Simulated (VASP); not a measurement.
## SiNi (NiAs type): single point with PBE

The system is SiNi (NiAs type).

```xyz
4
Lattice="3.2384 0.0000 0.0000 -1.6192 2.8045 0.0000 0.0000 0.0000 4.5266" Properties=species:S:1:pos:R:3 pbc="T T T"
Ni    0.0000    0.0000    0.0000
Ni    0.0000    0.0000    2.2633
Si    0.0000    1.8697    1.1316
Si    1.6192    0.9348    3.3949
```

| Property | Result |
| --- | --- |
| Program | VASP 6.6.1 |
| Task | single point |
| Functional | PBE |
| Potentials or basis | VASP PAW PBE potentials, release 64 (Ni, Si) |
| Cutoff | 520 eV |
| k mesh | 12 × 12 × 7 |
| Occupations | fermi-dirac, width 0.08 eV |
| Spin | no spin polarisation |
| Dipole correction | no |
| Further INCAR settings | ALGO = Normal; EDIFF = 1e-06; NBANDS = 22 |

```
Pressure               : 60.6 GPa
Band gap on the k mesh : zero (band 14 reaches 16.80 eV, above the bottom of band 15 at 11.12 eV)
```

Stress tensor (GPa, compression positive):
```
60.51  0.00  0.00
 0.00 60.51  0.00
 0.00  0.00 60.70
```

Levels at points of the mesh, in eV from the Fermi level:
```
           k point  band 12  band 13  band 14  band 15  band 16  band 17
(0.00, 0.00, 0.00)    -2.03     0.40     2.95     2.95     5.84     5.84
(0.50, 0.00, 0.00)    -2.32    -2.05    -2.02    -1.47     2.59     2.63
```

Wall time 58 s on 1 thread of Intel(R) Xeon(R) Platinum 8259CL CPU @ 2.50GHz (Skylake/Cascade Lake), with other jobs on the host, peak memory 0.19 GiB.

Spin polarisation is off, so any magnetic state and its effect on volume and gap are missing.
